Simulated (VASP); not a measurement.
Wanted: the native input for a VASP 6.6.1 run.

* Task: single point
* Functional: HSE06
* Potentials or basis: VASP PAW PBE potentials, release 64 (C, H)
* Cutoff: 520 eV
* k mesh: 4 × 3 × 1
* Occupations: fermi-dirac, width 0.05 eV
* Spin: no spin polarisation
* Dipole correction: no
* Grid for exact exchange (PRECFOCK): Fast
* Further INCAR settings: ALGO = Normal; EDIFF = 1e-07; NBANDS = 30
* Share of exact exchange: 0.25
* Screening parameter: 0.2079 1/Å

HC2, a slab with vacuum:

```xyz
12
Lattice="1.7769 -1.7769 0.0000 0.0000 0.0000 3.5538 -13.6255 -13.6255 0.0000" Properties=species:S:1:pos:R:3 pbc="T T T"
C    -3.7283   -7.2669    3.5303
C    -6.3587   -9.8974    0.9018
C    -5.4894   -9.0281    3.5464
C    -4.5977   -8.1363    0.8859
C    -7.2472   -9.0090    1.7531
C    -6.3777   -8.1396    2.6625
C    -5.4859   -7.2475    1.7696
C    -4.6163   -6.3781    2.6789
H    -3.0771   -6.6157    0.5850
H    -7.0103  -10.5491    0.2940
H    -7.8990   -9.6607    2.3606
H    -3.9642   -5.7258    2.0721
```

These files were run (other wordings do the same):

POSCAR

```
HC2
1.0
    1.7769010000     -1.7769010000      0.0000000000
    0.0000000000      0.0000000000      3.5538030000
  -13.6255070000    -13.6255070000      0.0000000000
C H
8 4
Direct
    0.9957270000      0.9933860000      0.4034810000
    0.9957400000      0.2537450000      0.5965330000
    0.9957490000      0.9979190000      0.5327350000
    0.9957240000      0.2492690000      0.4672830000
    0.4957420000      0.4932940000      0.5965380000
    0.4957610000      0.7492040000      0.5327240000
    0.4956920000      0.4979370000      0.4672610000
    0.4957310000      0.7538030000      0.4034490000
    0.9957260000      0.1646260000      0.3556860000
    0.9957830000      0.0827340000      0.6443570000
    0.4957000000      0.6642560000      0.6443690000
    0.4957020000      0.5830720000      0.3555850000
```

INCAR.step1

```
PREC = Accurate
ENCUT = 520
EDIFF = 1E-5
ISMEAR = -1
SIGMA = 0.05
LREAL = F
LASPH = T
NELM = 100
ALGO = Normal
ISIF = 2
LWAVE = T
LCHARG = F
NBANDS = 30
GGA = PE
```

INCAR.step2

```
PREC = Accurate
ENCUT = 520
EDIFF = 1E-7
ISMEAR = -1
SIGMA = 0.05
LREAL = F
LASPH = T
NELM = 100
ALGO = Normal
ISIF = 2
LWAVE = F
LCHARG = F
GGA = PE
LHFCALC = T
HFSCREEN = 0.2079
PRECFOCK = Fast
NBANDS = 30
ISTART = 1
```

KPOINTS

```
regular mesh
0
Gamma
  4 3 1
```

Potentials or basis: VASP PAW PBE potentials, release 64 (C, H).

Command:

```console
$ cat potpaw_PBE.64/C/POTCAR potpaw_PBE.64/H/POTCAR > POTCAR
$ cp INCAR.step1 INCAR
$ mpirun -np 1 vasp_std > vasp.out
$ cp INCAR.step2 INCAR
$ mpirun -np 1 vasp_std > vasp.out
```

It gave:

The largest force is 0.397 eV/Å. The band gap on the k mesh is 3.17 eV.

Caveat: the k points lie up to 0.63 Å⁻¹ apart; there is no dipole correction, which matters where the two faces differ; the PAW data sets were made with another functional, which shifts forces and pressure a little.

Wall time 14 min on 1 thread of Intel Xeon 8259CL, on a shared host, peak memory 0.39 GiB.
